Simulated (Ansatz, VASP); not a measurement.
Ti: VASP beside Ansatz

```
Ti
1.0
    -1.57536    1.57536    1.64100
     1.57536   -1.57536    1.64100
     1.57536    1.57536   -1.64100
Ti
1
Direct
  0.00000 0.00000 0.00000
```

Change from the starting cell: strain -0.040 along x and y, +0.000 along z, atoms carried along.

Alike in both runs: task single point; functional PBE; k mesh 14 × 14 × 14; occupations gaussian, width 0.15 eV; no spin polarisation.

```csv
,VASP,Ansatz
version,VASP 6.6.1,Ansatz 0.2.0
potentials or method,"VASP PAW PBE potentials, release 64 (Ti_sv), cutoff 500 eV","scalar-relativistic, plane waves, PAW"
valence electrons in the cell,12,12
```

|  | VASP | Ansatz | Ansatz less VASP |
| --- | --- | --- | --- |
| gap on the k mesh at the Fermi level (eV) | none | none | - |
| pressure (GPa) | 6.5 | 6.9 | +0.38 |
| traceless stress, the component that is largest in VASP (GPa) | 0.52 | 0.52 | -0.004 |

A gap of «none» marks a metal or a gap that the smearing closes. With one functional, cell and mesh, what is left measures potentials, basis and numerics.
